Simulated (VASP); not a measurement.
# Ta (P6_3/mmc) in VASP: notebook, part 2 of 2

VASP 6.6.1.

## 3. Single point, r2SCAN

This run uses another cell than the first one, of 18.29 Å³/atom.

The input, POSCAR:

```
Ta
1.0
    2.8691290431      0.0000000000      0.0000000000
   -1.4345645216      2.4847386381      0.0000000000
    0.0000000000      0.0000000000      5.1305562297
Ta
2
Direct
    0.3333333333      0.6666666667      0.2500000000
    0.6666666667      0.3333333333      0.7500000000
```

The input, INCAR.step1:

```
SYSTEM = Ta
PREC = Accurate
ENCUT = 520
ISMEAR = -1
SIGMA = 0.05
LREAL = .FALSE.
LASPH = .TRUE.
NELM = 100
NBANDS = 18
GGA = PE
ALGO = Normal
EDIFF = 1E-4
LWAVE = .TRUE.
LCHARG = .FALSE.
```

The input, INCAR.step2:

```
SYSTEM = Ta
PREC = Accurate
ENCUT = 520
EDIFF = 1E-6
ISMEAR = -1
SIGMA = 0.05
LREAL = .FALSE.
LASPH = .TRUE.
NELM = 100
ALGO = Normal
ISIF = 2
LWAVE = .FALSE.
LCHARG = .FALSE.
METAGGA = R2SCAN
LMIXTAU = .TRUE.
NBANDS = 18
ISTART = 1
```

The input, KPOINTS:

```
regular mesh
0
G
  11 11 5
  0 0 0
```

Potentials or basis: VASP PAW PBE potentials, release 64 (Ta_pv).

The run is started by

```sh
$ cat potpaw_PBE.64/Ta_pv/POTCAR > POTCAR
$ cp INCAR.step1 INCAR
$ mpirun -np 1 vasp_std > vasp.out
$ cp INCAR.step2 INCAR
$ mpirun -np 1 vasp_std > vasp.out
```

OUTCAR:

```text
SYSTEM = Ta
   PREC = Accurate
   ENCUT = 520
   EDIFF = 1E-6
   ISMEAR = -1
   LREAL = .FALSE.
   LASPH = .TRUE.
   NELM = 100
   ISIF = 2
   METAGGA = R2SCAN
   ISTART = 1

 ion  position               nearest neighbor table
   1  0.333  0.667  0.250-   2 3.05   2 3.05   2 3.05   2 3.05   2 3.05   2 3.05
   2  0.667  0.333  0.750-   1 3.05   1 3.05   1 3.05   1 3.05   1 3.05   1 3.05

  LATTYP: Found a hexagonal cell.
 ALAT       =     2.8691290431
 C/A-ratio  =     1.7881929159

  Lattice vectors:

 A1 = (   2.8691290431,   0.0000000000,   0.0000000000)
 A2 = (  -1.4345645216,   2.4847386381,   0.0000000000)
 A3 = (   0.0000000000,   0.0000000000,   5.1305562297)

Analysis of symmetry for initial positions (statically):
=====================================================================
 Subroutine PRICEL returns:
 Original cell was already a primitive cell.

 Routine SETGRP: Setting up the symmetry group for a
 hexagonal supercell.

 Subroutine GETGRP returns: Found 24 space group operations
 (whereof 12 operations were pure point group operations)
 out of a pool of 24 trial point group operations.

The static configuration has the point symmetry D_3d.
 The point group associated with its full space group is D_6h.

Analysis of symmetry for dynamics (positions and initial velocities):
=====================================================================
 Subroutine PRICEL returns:
 Original cell was already a primitive cell.

 Routine SETGRP: Setting up the symmetry group for a
 hexagonal supercell.

 Subroutine GETGRP returns: Found 24 space group operations
 (whereof 12 operations were pure point group operations)
 out of a pool of 24 trial point group operations.

The dynamic configuration has the point symmetry D_3d.
 The point group associated with its full space group is D_6h.

 Subroutine INISYM returns: Found 24 space group operations
 (whereof 12 operations are pure point group operations),
 and found     1 'primitive' translations

----------------------------------------------------------------------------------------

                                     Primitive cell

  volume of cell :      36.5759

  direct lattice vectors                    reciprocal lattice vectors
     2.869129043  0.000000000  0.000000000     0.348537826  0.201228408  0.000000000
    -1.434564522  2.484738638  0.000000000     0.000000000  0.402456816  0.000000000
     0.000000000  0.000000000  5.130556230     0.000000000  0.000000000  0.194910640

  length of vectors
     2.869129043  2.869129043  5.130556230     0.402456816  0.402456816  0.194910640

  position of ions in fractional coordinates (direct lattice)
     0.333333333  0.666666667  0.250000000
     0.666666667  0.333333333  0.750000000

  ion indices of the primitive-cell ions
   primitive index   ion index
                 1           1
                 2           2

----------------------------------------------------------------------------------------

 KPOINTS: regular mesh

Automatic generation of k-mesh.
 Grid dimensions read from file:
 generate k-points for:   11   11    5

 Generating k-lattice:

  Cartesian coordinates                     Fractional coordinates (reciprocal lattice)
     0.031685257  0.018293492  0.000000000     0.090909091  0.000000000  0.000000000
     0.000000000  0.036586983  0.000000000     0.000000000  0.090909091  0.000000000
     0.000000000  0.000000000  0.038982128     0.000000000  0.000000000  0.200000000

  Length of vectors
     0.036586983  0.036586983  0.038982128

  Shift w.r.t. Gamma in fractional coordinates (k-lattice)
     0.000000000  0.000000000  0.000000000

 Subroutine IBZKPT returns following result:
 ===========================================

 Found     48 irreducible k-points:

 Following reciprocal coordinates:
            Coordinates               Weight
  0.000000  0.000000  0.000000      1.000000
  0.090909  0.000000  0.000000      6.000000
  0.181818 -0.000000  0.000000      6.000000
  0.272727  0.000000  0.000000      6.000000
  0.363636 -0.000000  0.000000      6.000000
  0.454545  0.000000  0.000000      6.000000
[... 16 lines left out ...]
  0.090909  0.090909  0.200000     12.000000
  0.181818  0.090909  0.200000     24.000000
 [... further k-points ...]
   k-points           NKPTS =     48   k-points in BZ     NKDIM =     48   number of bands    NBANDS=     18
   number of dos      NEDOS =    301   number of ions     NIONS =      2
   total plane-waves  NPLWV =  23040
   dimension x,y,z NGX =    24 NGY =   24 NGZ =   40
   dimension x,y,z NGXF=    48 NGYF=   48 NGZF=   80
   ions per type =               2
   NGX,Y,Z   is equivalent  to a cutoff of  13.91, 13.91, 12.96 a.u.
   NGXF,Y,Z  is equivalent  to a cutoff of  27.81, 27.81, 25.92 a.u.
 SYSTEM =  Ta
   PREC   = accura    normal or accurate (medium, high low for compatibility)
   ISTART =      1    job   : 0-new  1-cont  2-samecut
   ICHARG =      0    charge: 1-file 2-atom 10-const
   ISPIN  =      1    spin polarized calculation?
   LNONCOLLINEAR =      F non collinear calculations
   LSORBIT =      F    spin-orbit coupling
   LASPH  =      T    aspherical Exc in radial PAW
   ENCUT  =  520.0 eV  38.22 Ry    6.18 a.u.   5.33  5.33  9.54*2*pi/ulx,y,z
   NELM   =    100;   NELMIN=  2; NELMDL=  0     # of ELM steps
   EDIFF  = 0.1E-05   stopping-criterion for ELM
   LREAL  =      F    real-space projection
   EDIFFG = 0.1E-04   stopping-criterion for IOM
   NSW    =      0    number of steps for IOM
   IBRION =     -1    ionic relax: 0-MD 1-quasi-New 2-CG
   NFREE  =      0    steps in history (QN), initial steepest desc. (CG)
   ISIF   =      2    stress and relaxation
   ISYM   =      2    0-nonsym 1-usesym 2-fastsym
   POTIM  = 0.5000    time-step for ionic-motion
   TEBEG  =    0.0;   TEEND  =   0.0 temperature during run
   PSTRESS=    0.0 pullay stress
   NELECT =      22.0000    total number of electrons
   NUPDOWN=      -1.0000    fix difference up-down
   EMIN   =  10.00;   EMAX   =-10.00  energy-range for DOS
   EFERMI =   0.00;   METHOD = LEGACY
   ISMEAR =    -1;   SIGMA  =   0.05  broadening in eV -4-tet -1-fermi 0-gaus
   EFERMI_NEDOS =   21; number of points for ismear=-14 and -15
   IALGO  =     38    algorithm
   IMIX   =      4    mixing-type and parameters
     AMIX     =   0.40;   BMIX     =  1.00
     AMIX_MAG =   1.60;   BMIX_MAG =  1.00
  volume/ion in A,a.u.               =      18.29       123.41
  Fermi-wavevector in a.u.,A,eV,Ry     =   1.381923  2.611457 25.983214  1.909712
  Thomas-Fermi vector in A             =   2.506663
   LORBIT       =      0    0 simple, 1 ext, 2 COOP (PROOUT), +10 PAW based schemes
   METAGGA = R2SCAN    functional components
   LHFCALC =     F    Hartree Fock is set to
   AEXX    =    0.0000 exact exchange contribution
   IVDW    =     0    specifies the selected vdW correction
   LEPSILON=     F    determine dielectric tensor
   LRPA    =     F    only Hartree local field effects (RPA)
 non-spin polarized calculation
  energy-cutoff  :      520.00
  volume of cell :       36.58
 maximum number of plane-waves:      1009
 NGX is ok and might be reduce to    24
   NGX = 11   NGY = 11   NGZ = 19

 number of electron      22.0000002 magnetization

 Free energy of the ion-electron system (eV)
  ---------------------------------------------------
  ext. energy  EPLUGINS =         0.00000000
  ---------------------------------------------------
  free energy    TOTEN  =       -96.57320094 eV

  energy without entropy =      -96.55515871  energy(sigma->0) =      -96.56417983

 E-fermi :   5.7120     XC(G=0): -13.6612

 val. band max:        5.7043942442   @ k =   0.2727   0.2727   0.0000
 cond. band min:       5.7272079916   @ k =   0.2727   0.0909   0.4000
 fundamental gap:      0.0228137474
 Fermi energy:         5.7119969395

 k-point     1 :       0.0000    0.0000    0.0000
  band No.  band energies     occupation
      1     -30.0982      2.00000
      2     -29.1642      2.00000
      3     -29.0258      2.00000
      4     -29.0258      2.00000
      5     -28.9353      2.00000
      6     -28.9353      2.00000
[... 10 lines left out ...]
     17      11.3302      0.00000
     18      11.3302      0.00000
[... 463 lines left out ...]
 k-point    24 :       0.1818    0.0909    0.2000
  band No.  band energies     occupation
      1     -29.8683      2.00000
      2     -29.5628      2.00000
      3     -29.5181      2.00000
      4     -29.2413      2.00000
      5     -29.1656      2.00000
      6     -29.0864      2.00000
[... 10 lines left out ...]
     17      11.2084      0.00000
     18      12.9617      0.00000

 [... further k-points ...]

------------------------ aborting loop because EDIFF is reached ----------------------------------------

  FORCE on cell =-STRESS in cart. coord.  units (eV):
  Direction    XX          YY          ZZ          XY          YZ          ZX
  --------------------------------------------------------------------------------------
  -------------------------------------------------------------------------------------
  Total        0.5847621      0.5847621      0.5955245     -0.0000000      0.0000000      0.0000000
  in kB       25.6150100     25.6150100     26.0864513     -0.0000000      0.0000000      0.0000000
  external PRESSURE =      25.7721571 kB  Pullay stress =       0.0000000 kB

 VOLUME and BASIS-vectors are now :
 -----------------------------------------------------------------------------
  energy-cutoff  :      520.00
  volume of cell :       36.58
      direct lattice vectors                 reciprocal lattice vectors
     2.869129043  0.000000000  0.000000000     0.348537826  0.201228408  0.000000000
    -1.434564522  2.484738638  0.000000000     0.000000000  0.402456816  0.000000000
     0.000000000  0.000000000  5.130556230     0.000000000  0.000000000  0.194910640

 POSITION                                       TOTAL-FORCE (eV/Angst)
 -----------------------------------------------------------------------------------
     -0.00000      1.65649      1.28264         0.000000     -0.000000      0.000000
      1.43456      0.82825      3.84792        -0.000000      0.000000      0.000000
 -----------------------------------------------------------------------------------
    total drift:                                0.000000     -0.000000      0.000000

  FREE ENERGIE OF THE ION-ELECTRON SYSTEM (eV)
  ---------------------------------------------------
  free  energy   TOTEN  =       -96.5732009416 eV

  energy  without entropy=      -96.5551587105  energy(sigma->0) =      -96.56417983
```

Wall time 3.2 min (1 thread of Intel Xeon 8259CL, shared host); peak memory 0.18 GiB.

Results:

- Free energy: -96.5732 eV
- Pressure: 2.6 GPa
- Band gap on the k mesh: zero (bands 11 and 12 overlap by 1.56 eV)

Levels at points of the mesh, in eV from the Fermi level:
| k point | band 8 | band 9 | band 10 | band 11 | band 12 | band 13 | band 14 | band 15 |
| --- | --- | --- | --- | --- | --- | --- | --- | --- |
| (0.00, 0.00, 0.00) | -5.30 | -0.70 | -0.35 | 0.67 | 0.67 | 1.27 | 1.27 | 3.35 |

Caveat: the PAW data sets were made with another functional, which shifts forces and pressure a little; spin-orbit coupling is left out, which moves the levels of the heavy elements.

## 4. Single point, r2SCAN

This run uses another cell than the first one, of 18.47 Å³/atom.

The input, POSCAR:

```
Ta
1.0
    2.8782183015      0.0000000000      0.0000000000
   -1.4391091507      2.4926101667      0.0000000000
    0.0000000000      0.0000000000      5.1489238117
Ta
2
Direct
    0.3333333333      0.6666666667      0.2500000000
    0.6666666667      0.3333333333      0.7500000000
```

The input, INCAR.step1:

```
PREC     = Accurate       # precision mode
ENCUT    = 520            # plane-wave cutoff, eV
ISMEAR   = -1             # smearing method
SIGMA    = 0.05           # smearing width, eV
LREAL    = F              # projectors in reciprocal space
LASPH    = T              # aspherical terms in the spheres
NELM     = 100            # most SCF steps
NBANDS   = 18             # bands
GGA      = PE             # functional
ALGO     = Normal         # electronic algorithm
EDIFF    = 1E-4           # SCF threshold, eV
LWAVE    = T              # write WAVECAR
LCHARG   = F              # write CHGCAR
```

The input, INCAR.step2:

```
PREC     = Accurate       # precision mode
ENCUT    = 520            # plane-wave cutoff, eV
EDIFF    = 1E-6           # SCF threshold, eV
ISMEAR   = -1             # smearing method
SIGMA    = 0.05           # smearing width, eV
LREAL    = F              # projectors in reciprocal space
LASPH    = T              # aspherical terms in the spheres
NELM     = 100            # most SCF steps
ALGO     = Normal         # electronic algorithm
ISIF     = 2              # what is computed and relaxed
LWAVE    = F              # write WAVECAR
LCHARG   = T              # write CHGCAR
METAGGA  = R2SCAN         # meta-GGA
LMIXTAU  = T            
LELF     = T              # ELF
LVHAR    = T            
NBANDS   = 18             # bands
ISTART   = 1
```

The input, KPOINTS:

```
regular mesh
0
Gamma
  11 11 5
```

Potentials or basis: VASP PAW PBE potentials, release 64 (Ta_pv).

The run is started by

```sh
$ cat potpaw_PBE.64/Ta_pv/POTCAR > POTCAR
$ cp INCAR.step1 INCAR
$ mpirun -np 1 vasp_std > vasp.out
$ cp INCAR.step2 INCAR
$ mpirun -np 1 vasp_std > vasp.out
```

OUTCAR:

```text
PREC = Accurate
   ENCUT = 520
   EDIFF = 1E-6
   ISMEAR = -1
   LREAL = F
   LASPH = T
   NELM = 100
   ISIF = 2
   METAGGA = R2SCAN
   ISTART = 1

 ion  position               nearest neighbor table
   1  0.333  0.667  0.250-   2 3.06   2 3.06   2 3.06   2 3.06   2 3.06   2 3.06
   2  0.667  0.333  0.750-   1 3.06   1 3.06   1 3.06   1 3.06   1 3.06   1 3.06

  LATTYP: Found a hexagonal cell.
 ALAT       =     2.8782183015
 C/A-ratio  =     1.7889274796

  Lattice vectors:

[... 692 lines left out ...]

------------------------ aborting loop because EDIFF is reached ----------------------------------------

  FORCE on cell =-STRESS in cart. coord.  units (eV):
  Direction    XX          YY          ZZ          XY          YZ          ZX
  --------------------------------------------------------------------------------------
  -------------------------------------------------------------------------------------
  Total        0.1229011      0.1229011      0.1357545      0.0000000      0.0000000     -0.0000000
  in kB        5.3305489      5.3305489      5.8880324      0.0000000      0.0000000     -0.0000000
  external PRESSURE =       5.5163767 kB  Pullay stress =       0.0000000 kB

 VOLUME and BASIS-vectors are now :
 -----------------------------------------------------------------------------
  energy-cutoff  :      520.00
  volume of cell :       36.94
      direct lattice vectors                 reciprocal lattice vectors
     2.878218302  0.000000000  0.000000000     0.347437163  0.200592939  0.000000000
    -1.439109151  2.492610167  0.000000000     0.000000000  0.401185879  0.000000000
     0.000000000  0.000000000  5.148923812     0.000000000  0.000000000  0.194215342

 POSITION                                       TOTAL-FORCE (eV/Angst)
 -----------------------------------------------------------------------------------
     -0.00000      1.66174      1.28723        -0.000000      0.000000      0.000000
      1.43911      0.83087      3.86169         0.000000     -0.000000      0.000000
 -----------------------------------------------------------------------------------
    total drift:                               -0.000000      0.000000     -0.000000

  FREE ENERGIE OF THE ION-ELECTRON SYSTEM (eV)
  ---------------------------------------------------
  free  energy   TOTEN  =       -96.5767880403 eV

  energy  without entropy=      -96.5584326836  energy(sigma->0) =      -96.56761036
```

OSZICAR.step1:

```text
N       E                     dE             d eps       ncg     rms          rms(c)
DAV:   1     0.170375907935E+03    0.17038E+03   -0.12809E+04  1728   0.126E+03
DAV:   2    -0.198362690889E+02   -0.19021E+03   -0.18730E+03  2142   0.355E+02
DAV:   3    -0.239487716161E+02   -0.41125E+01   -0.40463E+01  2064   0.490E+01
DAV:   4    -0.239798176956E+02   -0.31046E-01   -0.31017E-01  1970   0.438E+00
DAV:   5    -0.239800227374E+02   -0.20504E-03   -0.20503E-03  1942   0.358E-01    0.182E+01
DAV:   6    -0.233025687124E+02    0.67745E+00   -0.71804E-01  1910   0.750E+00    0.890E+00
DAV:   7    -0.230874030070E+02    0.21517E+00   -0.64147E-01  1966   0.672E+00    0.507E-01
DAV:   8    -0.230848501625E+02    0.25528E-02   -0.99003E-03  1920   0.872E-01    0.135E-01
DAV:   9    -0.230848462415E+02    0.39210E-05   -0.26115E-04  1888   0.138E-01
   1 F= -.23084846E+02 E0= -.23075990E+02  d E =-.177133E-01
```

It took 3 min on 1 thread of Intel Xeon 8259CL, shared host; peak memory 0.18 GiB.

Results:

```yaml
Free_energy: -96.5768 eV
Pressure: 0.6 GPa
Band_gap_on_the_k_mesh: zero (bands 11 and 12 overlap by 1.54 eV)
```

Levels at points of the mesh, in eV from the Fermi level:
```csv
k point,band 7,band 8,band 9,band 10,band 11,band 12,band 13,band 14,band 15,band 16
"(0.00, 0.00, 0.00)",-8.72,-5.26,-0.69,-0.38,0.67,0.67,1.26,1.26,3.32,3.32
```

Caveat: the PAW data sets were made with another functional, which shifts forces and pressure a little; spin-orbit coupling is left out, which moves the levels of the heavy elements.

## 5. The runs side by side

```csv
cell,gap on the mesh (eV),pressure (GPa)
"a = 2.856, b = 2.856, c = 5.104 Å, angles 90.0, 90.0, 120.0°, 2 atoms",none,5.6
"a = 2.869, b = 2.869, c = 5.131 Å, angles 90.0, 90.0, 120.0°, 2 atoms",none,2.6
"a = 2.878, b = 2.878, c = 5.149 Å, angles 90.0, 90.0, 120.0°, 2 atoms",none,0.6
```

Alike in all rows: task single point; level r2SCAN; potentials or basis VASP PAW PBE potentials, release 64 (Ta_pv); no spin polarisation; k mesh 11 × 11 × 5; cutoff (eV) 520; smearing fermi-dirac 0.05 eV.

Caveats: the PAW data sets were made with another functional, which shifts forces and pressure a little; spin-orbit coupling is left out, which moves the levels of the heavy elements; the cell stands under pressure (at least some runs).

Total energies depend on the potentials used, so only differences within one code and one set of settings carry meaning.

The gap in the log of VASP goes by the Fermi energy; the results here count the filled bands.